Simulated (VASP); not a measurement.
Input of a VASP 6.6.1 run:

INCAR

```
SYSTEM = Sr
PREC = Accurate ; ENCUT = 520
EDIFF = 1E-6 ; ISMEAR = 0
SIGMA = 0.15 ; LREAL = .False.
LASPH = .True. ; NELM = 80
ALGO = Fast ; ISIF = 2
LWAVE = .False. ; LCHARG = .False.
GGA = PE ; NBANDS = 11
```

KPOINTS

```
Automatic mesh
0
Gamma
  16 16 16
  0 0 0
```

POSCAR

```
Sr
1.0
    0.0000000000      3.0840312069      2.9606699586
    3.0840312069      0.0000000000      2.9606699586
    3.0840312069      3.0840312069      0.0000000000
Sr
1
Direct
    0.0000000000      0.0000000000      0.0000000000
```

Potentials or basis: VASP PAW PBE potentials, release 64 (Sr_sv).

The run is started by

```sh
$ cat potpaw_PBE.64/Sr_sv/POTCAR > POTCAR
$ mpirun -np 1 vasp_std > vasp.out
```

Task: Estimate the pressure.

Result: -0.3 GPa.

Task: What does it give for the band gap on the k mesh?

Result: Zero (band 5 reaches 1.61 eV, above the bottom of band 6 at 1.50 eV).

Stress tensor (GPa, compression positive):
```
-0.34  0.00  0.00
 0.00 -0.34  0.00
 0.00  0.00 -0.19
```
